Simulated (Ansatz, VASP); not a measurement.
## Mo: VASP beside Ansatz

File INCAR:

```
SYSTEM = Mo
PREC = Accurate
ENCUT = 520
EDIFF = 1E-6
ISMEAR = 1
SIGMA = 0.1
LREAL = .False.
LASPH = .True.
NELM = 100
ALGO = Normal
ISIF = 2
LWAVE = .False.
LCHARG = .True.
GGA = PS
LELF = .True.
LVHAR = .True.
NBANDS = 13
```

KPOINTS

```
Automatic mesh
0
Gamma
  12 12 11
  0 0 0
```

POSCAR

```
Mo
1.0
    2.7715076807      0.0000000000      0.0000000000
   -1.3857538404      2.4001959040      0.0000000000
    0.0000000000      0.0000000000      2.5888056586
Mo
1
Direct
    0.0000000000      0.0000000000      0.5000000000
```

Input for Ansatz:

```yaml
crystal:
  lattice:
    - [2.7715076807441332, 0.0, 0.0]
    - [-1.3857538403720666, 2.40019590399748, 0.0]
    - [0.0, 0.0, 2.5888056586126442]
  atoms:
    - { symbol: Mo, position: [0.0, 0.0, 0.5] }
basis:
  ecutwfc: 500.0
kpoints:
  mp_grid:
    grid: [12, 12, 11]
hamiltonian:
  xc: pbesol
scf:
  occupations:
    method: methfessel_paxton
    width: 0.1
output:
  stress: true
```

Alike in both runs: task single point; functional PBEsol; k mesh 12 × 12 × 11; occupations methfessel-paxton of order 1, width 0.1 eV; no spin polarisation.

```csv
,VASP,Ansatz
version,VASP 6.6.1,Ansatz 0.2.0
potentials or method,"VASP PAW PBE potentials, release 64 (Mo_sv), cutoff 520 eV","plane waves, PAW"
valence electrons in the cell,14,14
```

Ansatz gave:

| Item | Value |
| --- | --- |
| pressure (GPa) | -12.2 |
| traceless stress, the component that is largest in VASP (GPa) | -5.35 |

**Question.** What did VASP give for the same quantities?

**Answer.** Pressure (GPa): -11.8; traceless stress, the component that is largest in VASP (GPa): -5.26.

VASP's potentials were made for PBE, not for PBEsol.
